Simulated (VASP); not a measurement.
# Si (Fd-3m) in VASP: a series of runs

The runs below take Si through single point, relaxation of cell and atoms, with LDA.

Everything below comes from runs of VASP 6.6.1. Logs are shortened: lines on timing, memory, paths and dates and some standing lists are left out, and cuts for length are marked.

## (1) The cell of the first run

The structure is cubic, space group Fd-3m (No. 227). Conventional cell: a = 5.401 Å, b = 5.401 Å, c = 5.401 Å, α = 90.00°, β = 90.00°, γ = 90.00°. Within 3.1 Å of Si (site symmetry -43m) lie 4 Si at 2.34 Å.

## (2) Single point, LDA

The input, INCAR:

```
PREC = Accurate ; ENCUT = 500
EDIFF = 1E-6 ; ISMEAR = 0
SIGMA = 0.02 ; LREAL = F
LASPH = T ; NELM = 120
ALGO = Normal ; ISIF = 2
LWAVE = F ; LCHARG = F
NBANDS = 11 ; GGA_COMPAT = F
```

The input, KPOINTS:

```
regular mesh
0
Gamma
  10 10 10
```

The input, POSCAR:

```
Si
1.0
    0.0000000000      2.7007329052      2.7007329052
    2.7007329052      0.0000000000      2.7007329052
    2.7007329052      2.7007329052      0.0000000000
Si
2
Direct
    0.0000000000      0.0000000000      0.0000000000
    0.2500000000      0.2500000000      0.2500000000
```

Potentials or basis: VASP PAW LDA potentials, release 64 (Si).

Started as:

```
cat potpaw_LDA.64/Si/POTCAR > POTCAR
mpirun -np 1 vasp_std > vasp.out
```

OUTCAR:

```text
PREC = Accurate
   ENCUT = 500
   EDIFF = 1E-6
   ISMEAR = 0
   LREAL = F
   LASPH = T
   NELM = 120
   ISIF = 2

 ion  position               nearest neighbor table
   1  0.000  0.000  0.000-   2 2.34   2 2.34   2 2.34   2 2.34
   2  0.250  0.250  0.250-   1 2.34   1 2.34   1 2.34   1 2.34

  LATTYP: Found a face centered cubic cell.
 ALAT       =     5.4014658104

  Lattice vectors:

 A1 = (   0.0000000000,   2.7007329052,   2.7007329052)
 A2 = (   2.7007329052,   0.0000000000,   2.7007329052)
 A3 = (   2.7007329052,   2.7007329052,   0.0000000000)

Analysis of symmetry for initial positions (statically):
=====================================================================
 Subroutine PRICEL returns:
 Original cell was already a primitive cell.

 Routine SETGRP: Setting up the symmetry group for a
 face centered cubic supercell.

 Subroutine GETGRP returns: Found 48 space group operations
 (whereof 24 operations were pure point group operations)
 out of a pool of 48 trial point group operations.

The static configuration has the point symmetry T_d .
 The point group associated with its full space group is O_h .

Analysis of symmetry for dynamics (positions and initial velocities):
=====================================================================
 Subroutine PRICEL returns:
 Original cell was already a primitive cell.

 Routine SETGRP: Setting up the symmetry group for a
 face centered cubic supercell.

 Subroutine GETGRP returns: Found 48 space group operations
 (whereof 24 operations were pure point group operations)
 out of a pool of 48 trial point group operations.

The dynamic configuration has the point symmetry T_d .
 The point group associated with its full space group is O_h .

 Subroutine INISYM returns: Found 48 space group operations
 (whereof 24 operations are pure point group operations),
 and found     1 'primitive' translations

----------------------------------------------------------------------------------------

                                     Primitive cell

  volume of cell :      39.3981

  direct lattice vectors                    reciprocal lattice vectors
     0.000000000  2.700732905  2.700732905    -0.185134931  0.185134931  0.185134931
     2.700732905  0.000000000  2.700732905     0.185134931 -0.185134931  0.185134931
     2.700732905  2.700732905  0.000000000     0.185134931  0.185134931 -0.185134931

  length of vectors
     3.819413103  3.819413103  3.819413103     0.320663107  0.320663107  0.320663107
[... 88 lines left out ...]
   ISYM   =      2    0-nonsym 1-usesym 2-fastsym
   POTIM  = 0.5000    time-step for ionic-motion
   TEBEG  =    0.0;   TEEND  =   0.0 temperature during run
   PSTRESS=    0.0 pullay stress
   NELECT =       8.0000    total number of electrons
   NUPDOWN=      -1.0000    fix difference up-down
   EMIN   =  10.00;   EMAX   =-10.00  energy-range for DOS
   EFERMI =   0.00;   METHOD = LEGACY
   ISMEAR =     0;   SIGMA  =   0.02  broadening in eV -4-tet -1-fermi 0-gaus
   EFERMI_NEDOS =   21; number of points for ismear=-14 and -15
   IALGO  =     38    algorithm
   IMIX   =      4    mixing-type and parameters
     AMIX     =   0.40;   BMIX     =  1.00
     AMIX_MAG =   1.60;   BMIX_MAG =  1.00
  volume/ion in A,a.u.               =      19.70       132.94
  Fermi-wavevector in a.u.,A,eV,Ry     =   0.962232  1.818355 12.597508  0.925891
  Thomas-Fermi vector in A             =   2.091673
   LORBIT       =      0    0 simple, 1 ext, 2 COOP (PROOUT), +10 PAW based schemes
   GGA     = CA    functional components
   LHFCALC =     F    Hartree Fock is set to
   AEXX    =    0.0000 exact exchange contribution
   IVDW    =     0    specifies the selected vdW correction
   LEPSILON=     F    determine dielectric tensor
   LRPA    =     F    only Hartree local field effects (RPA)
 non-spin polarized calculation
 Gauss-broadening in eV      SIGMA  =   0.02
  energy-cutoff  :      500.00
  volume of cell :       39.40
 maximum number of plane-waves:      1010
   NGX = 13   NGY = 13   NGZ = 13

 number of electron       8.0000001 magnetization

 Free energy of the ion-electron system (eV)
  ---------------------------------------------------
  ext. energy  EPLUGINS =         0.00000000
  ---------------------------------------------------
  free energy    TOTEN  =       -11.91903638 eV

  energy without entropy =      -11.91903638  energy(sigma->0) =      -11.91903638

 E-fermi :   6.0966     XC(G=0):  -9.6666

 val. band max:        5.9362946373   @ k =   0.0000   0.0000   0.0000
 cond. band min:       6.3883447087   @ k =   0.4000   0.4000   0.0000
 fundamental gap:      0.4520500714
 Fermi energy:         6.0965895929

 k-point     1 :       0.0000    0.0000    0.0000
  band No.  band energies     occupation
      1      -6.1322      2.00000
      2       5.9363      2.00000
      3       5.9363      2.00000
      4       5.9363      2.00000
      5       8.4672      0.00000
      6       8.4672      0.00000
      7       8.4672      0.00000
      8       9.3317      0.00000
      9      13.6723      0.00000
     10      13.6723      0.00000
     11      13.6828      0.00000
[... 309 lines left out ...]
 k-point    24 :       0.4000    0.3000    0.0000
  band No.  band energies     occupation
      1      -3.9387      2.00000
      2       0.4936      2.00000
      3       3.0212      2.00000
      4       3.4637      2.00000
      5       6.8734      0.00000
      6       8.0678      0.00000
      7      12.8874      0.00000
      8      13.0023      0.00000
      9      16.4428      0.00000
     10      16.7302      0.00000
     11      18.0366      0.00000

 [... further k-points ...]

------------------------ aborting loop because EDIFF is reached ----------------------------------------

  FORCE on cell =-STRESS in cart. coord.  units (eV):
  Direction    XX          YY          ZZ          XY          YZ          ZX
  --------------------------------------------------------------------------------------
  -------------------------------------------------------------------------------------
  Total        0.0179106      0.0179106      0.0179106      0.0000000      0.0000000      0.0000000
  in kB        0.7283603      0.7283603      0.7283603      0.0000000      0.0000000      0.0000000
  external PRESSURE =       0.7283603 kB  Pullay stress =       0.0000000 kB

 VOLUME and BASIS-vectors are now :
 -----------------------------------------------------------------------------
  energy-cutoff  :      500.00
  volume of cell :       39.40
      direct lattice vectors                 reciprocal lattice vectors
     0.000000000  2.700732905  2.700732905    -0.185134931  0.185134931  0.185134931
     2.700732905  0.000000000  2.700732905     0.185134931 -0.185134931  0.185134931
     2.700732905  2.700732905  0.000000000     0.185134931  0.185134931 -0.185134931

 POSITION                                       TOTAL-FORCE (eV/Angst)
 -----------------------------------------------------------------------------------
      0.00000      0.00000      0.00000         0.000000      0.000000      0.000000
      1.35037      1.35037      1.35037        -0.000000     -0.000000     -0.000000
 -----------------------------------------------------------------------------------
    total drift:                                0.000000      0.000000     -0.000000

  FREE ENERGIE OF THE ION-ELECTRON SYSTEM (eV)
  ---------------------------------------------------
  free  energy   TOTEN  =       -11.9190363789 eV

  energy  without entropy=      -11.9190363789  energy(sigma->0) =      -11.91903638
```

It took 8.9 s on 1 thread of Intel Xeon Platinum 8375C at 2.90GHz (Ice Lake), shared host; peak memory 0.14 GiB.

What came out:

```yaml
Free_energy: -11.9190 eV
Pressure: 0.1 GPa
Band_gap_on_the_k_mesh: 0.45 eV (least direct gap 2.53 eV)
```

Levels at points of the mesh, in eV from the valence-band top:
| k point | band 2 | band 3 | band 4 | band 5 | band 6 | band 7 |
| --- | --- | --- | --- | --- | --- | --- |
| (0.00, 0.00, 0.00) | 0.00 | 0.00 | 0.00 | 2.53 | 2.53 | 2.53 |
| (0.50, 0.00, 0.00) | -7.07 | -1.21 | -1.21 | 1.49 | 3.29 | 3.29 |
| (0.50, 0.50, 0.00) | -7.87 | -2.90 | -2.90 | 0.57 | 0.57 | 10.12 |

Caveat: semilocal functionals underestimate gaps, and a narrow one can read as zero. A k mesh can miss the band edges.

## (3) Single point, LDA

The input, INCAR:

```
SYSTEM = Si
PREC = Accurate
ENCUT = 500
EDIFF = 1E-6
ISMEAR = 0
SIGMA = 0.02
LREAL = .FALSE.
LASPH = .TRUE.
NELM = 120
ALGO = Normal
ISIF = 2
LWAVE = .FALSE.
LCHARG = .TRUE.
GGA = CA
LELF = .TRUE.
LVHAR = .TRUE.
NBANDS = 11
GGA_COMPAT = .FALSE.
```

The input, KPOINTS:

```
Automatic mesh
0
G
  12 12 12
  0 0 0
```

POSCAR is that of step 2.

Potentials or basis: VASP PAW LDA potentials, release 64 (Si).

Started as:

```
cat potpaw_LDA.64/Si/POTCAR > POTCAR
mpirun -np 1 vasp_std > vasp.out
```

Run time: 13 s. Hardware: 1 thread of Intel Xeon Platinum 8375C at 2.90GHz (Ice Lake), shared host; peak memory 0.14 GiB.

The run converged. Its results:

```
Free energy            : -11.9197 eV
Pressure               : 0.1 GPa
Band gap on the k mesh : 0.44 eV (least direct gap 2.53 eV)
```

Levels at points of the mesh, in eV from the valence-band top:
```
           k point  band 1  band 2  band 3  band 4  band 5  band 6  band 7  band 8
(0.00, 0.00, 0.00)  -12.07    0.00    0.00    0.00    2.53    2.53    2.53    3.40
(0.50, 0.00, 0.00)   -9.69   -7.07   -1.21   -1.21    1.49    3.29    3.29    7.54
(0.50, 0.50, 0.00)   -7.87   -7.87   -2.90   -2.90    0.57    0.57   10.12   10.12
```

Caveat: semilocal functionals underestimate gaps, and a narrow one can read as zero.

## (4) Relaxation of cell and atoms, LDA

The input, INCAR:

```
SYSTEM = Si
PREC = Accurate
ENCUT = 500
EDIFF = 1E-7
ISMEAR = 0
SIGMA = 0.02
LREAL = .False.
LASPH = .True.
NELM = 120
ALGO = Normal
ISIF = 3
LWAVE = .False.
LCHARG = .False.
IBRION = 2
NSW = 100
EDIFFG = -0.002
GGA_COMPAT = .False.
NELMIN = 4
```

The input, KPOINTS:

```
regular mesh
0
Gamma
  12 12 12
  0 0 0
```

POSCAR is that of step 3.

Potentials or basis: VASP PAW LDA potentials, release 64 (Si).

Started as:

```
cat potpaw_LDA.64/Si/POTCAR > POTCAR
mpirun -np 1 vasp_std > vasp.out
```

OUTCAR:

```text
SYSTEM = Si
   PREC = Accurate
   ENCUT = 500
   EDIFF = 1E-7
   ISMEAR = 0
   LREAL = .False.
   LASPH = .True.
   NELM = 120
   ISIF = 3
   IBRION = 2
   NSW = 100
   EDIFFG = -0.002
   NELMIN = 4

 ion  position               nearest neighbor table
   1  0.000  0.000  0.000-   2 2.34   2 2.34   2 2.34   2 2.34
   2  0.250  0.250  0.250-   1 2.34   1 2.34   1 2.34   1 2.34

  LATTYP: Found a face centered cubic cell.
 ALAT       =     5.4014658104

  Lattice vectors:

 A1 = (   0.0000000000,   2.7007329052,   2.7007329052)
 A2 = (   2.7007329052,   0.0000000000,   2.7007329052)
 A3 = (   2.7007329052,   2.7007329052,   0.0000000000)

Analysis of symmetry for initial positions (statically):
=====================================================================
 Subroutine PRICEL returns:
 Original cell was already a primitive cell.

 Routine SETGRP: Setting up the symmetry group for a
 face centered cubic supercell.

 Subroutine GETGRP returns: Found 48 space group operations
 (whereof 24 operations were pure point group operations)
 out of a pool of 48 trial point group operations.

The static configuration has the point symmetry T_d .
 The point group associated with its full space group is O_h .

Analysis of symmetry for dynamics (positions and initial velocities):
=====================================================================
 Subroutine PRICEL returns:
 Original cell was already a primitive cell.

 Routine SETGRP: Setting up the symmetry group for a
 face centered cubic supercell.

 Subroutine GETGRP returns: Found 48 space group operations
 (whereof 24 operations were pure point group operations)
 out of a pool of 48 trial point group operations.

The dynamic configuration has the point symmetry T_d .
 The point group associated with its full space group is O_h .

 Subroutine INISYM returns: Found 48 space group operations
 (whereof 24 operations are pure point group operations),
 and found     1 'primitive' translations
[... 129 lines left out ...]
  energy-cutoff  :      500.00
  volume of cell :       39.40
 maximum number of plane-waves:      1018
   NGX = 13   NGY = 13   NGZ = 13

--------------------------------------- Ionic step        1  -------------------------------------------

 number of electron       8.0000001 magnetization

 Free energy of the ion-electron system (eV)
  ---------------------------------------------------
  ext. energy  EPLUGINS =         0.00000000
  ---------------------------------------------------
  free energy    TOTEN  =       -11.91969765 eV

  energy without entropy =      -11.91969765  energy(sigma->0) =      -11.91969765

------------------------ aborting loop because EDIFF is reached ----------------------------------------

  FORCE on cell =-STRESS in cart. coord.  units (eV):
  Direction    XX          YY          ZZ          XY          YZ          ZX
  --------------------------------------------------------------------------------------
  -------------------------------------------------------------------------------------
  Total        0.0178049      0.0178049      0.0178049      0.0000000     -0.0000000     -0.0000000
  in kB        0.7240625      0.7240625      0.7240625      0.0000000     -0.0000000     -0.0000000
  external PRESSURE =       0.7240625 kB  Pullay stress =       0.0000000 kB
[... 59 lines left out ...]
--------------------------------------- Ionic step        3  -------------------------------------------

 number of electron       8.0000001 magnetization

 Free energy of the ion-electron system (eV)
  ---------------------------------------------------
  ext. energy  EPLUGINS =         0.00000000
  ---------------------------------------------------
  free energy    TOTEN  =       -11.91970414 eV

  energy without entropy =      -11.91970414  energy(sigma->0) =      -11.91970414

 E-fermi :   6.0138     XC(G=0):  -9.6639

 val. band max:        5.9282715796   @ k =   0.0000   0.0000   0.0000
 cond. band min:       6.3711310877   @ k =   0.4167   0.4167   0.0000
 fundamental gap:      0.4428595081
 Fermi energy:         6.0138455682

 k-point     1 :       0.0000    0.0000    0.0000
  band No.  band energies     occupation
      1      -6.1350      2.00000
      2       5.9283      2.00000
      3       5.9283      2.00000
      4       5.9283      2.00000
      5       8.4590      0.00000
      6       8.4590      0.00000
      7       8.4590      0.00000
      8       9.3151      0.00000
[... 243 lines left out ...]
 k-point    24 :      -0.4167    0.1667    0.0000
  band No.  band energies     occupation
      1      -3.4818      2.00000
      2      -0.9145      2.00000
      3       2.8840      2.00000
      4       4.3162      2.00000
      5       8.0365      0.00000
      6       9.9460      0.00000
      7      10.2852      0.00000
      8      13.8599      0.00000

 [... further k-points ...]

------------------------ aborting loop because EDIFF is reached ----------------------------------------

  FORCE on cell =-STRESS in cart. coord.  units (eV):
  Direction    XX          YY          ZZ          XY          YZ          ZX
  --------------------------------------------------------------------------------------
  -------------------------------------------------------------------------------------
  Total       -0.0002189     -0.0002189     -0.0002189      0.0000000     -0.0000000      0.0000000
  in kB       -0.0088947     -0.0088947     -0.0088947      0.0000000     -0.0000000      0.0000000
  external PRESSURE =      -0.0088947 kB  Pullay stress =       0.0000000 kB
[... 17 lines left out ...]
  FREE ENERGIE OF THE ION-ELECTRON SYSTEM (eV)
  ---------------------------------------------------
  free  energy   TOTEN  =       -11.9197041408 eV

  energy  without entropy=      -11.9197041408  energy(sigma->0) =      -11.91970414

 reached required accuracy - stopping structural energy minimisation
```

OSZICAR:

```text
N       E                     dE             d eps       ncg     rms          rms(c)
DAV:   1     0.599218315537E+01    0.59922E+01   -0.32897E+03  1152   0.751E+02
DAV:   2    -0.119278441842E+02   -0.17920E+02   -0.16930E+02  1792   0.823E+01
DAV:   3    -0.121901761017E+02   -0.26233E+00   -0.26233E+00  1440   0.124E+01
[... 15 lines left out ...]
       N       E                     dE             d eps       ncg     rms          rms(c)
DAV:   1    -0.119197061136E+02   -0.55526E-05   -0.66684E-05  1376   0.467E-02    0.750E-03
DAV:   2    -0.119197047699E+02    0.13437E-05   -0.13502E-06  1512   0.792E-03    0.475E-03
DAV:   3    -0.119197041428E+02    0.62717E-06   -0.15152E-06  1416   0.618E-03    0.119E-03
DAV:   4    -0.119197041408E+02    0.19558E-08   -0.13303E-08   696   0.109E-03
   3 F= -.11919704E+02 E0= -.11919704E+02  d E =-.649395E-05
```

Wall time 16 s (1 thread of Intel Xeon Platinum 8375C at 2.90GHz (Ice Lake), shared host); peak memory 0.13 GiB.

What came out:

```yaml
Free_energy: -11.9197 eV
Relaxed_volume: 19.71 Å³/atom
Relaxed_cell: a = 3.820 Å, b = 3.820 Å, c = 3.820 Å, α = 60.00°, β = 60.00°, γ = 60.00°
Space_group_after_relaxing_to_0.1_Å: Fd-3m (No. 227)
Energy_gained_by_relaxing: 0.0 meV/atom
Ionic_steps: 3
Pressure_after_relaxing: 0.0 GPa
Band_gap_on_the_k_mesh: 0.44 eV (least direct gap 2.53 eV)
```

Final structure:
```
Si
1.0
     0.00000    2.70140    2.70140
     2.70140    0.00000    2.70140
     2.70140    2.70140    0.00000
Si
2
Direct
  0.00000 0.00000 0.00000
  0.25000 0.25000 0.25000
```

Caveat: semilocal functionals underestimate gaps, and a narrow one can read as zero. A k mesh can miss the band edges.

## (5) The runs side by side

| task | cell | k mesh | gap on the mesh (eV) | pressure (GPa) |
| --- | --- | --- | --- | --- |
| single point | as given | 10 × 10 × 10 | 0.45 | 0.1 |
| single point | as given | 12 × 12 × 12 | 0.44 | 0.1 |
| relaxation of cell and atoms | relaxed | 12 × 12 × 12 | 0.44 | 0.0 |

Alike in all rows: level LDA; potentials or basis VASP PAW LDA potentials, release 64 (Si); no spin polarisation; cutoff (eV) 500; smearing gaussian 0.02 eV.

Caveats: semilocal functionals underestimate gaps, and a narrow one can read as zero.

Absolute energies hang on the potentials; compare differences alone.
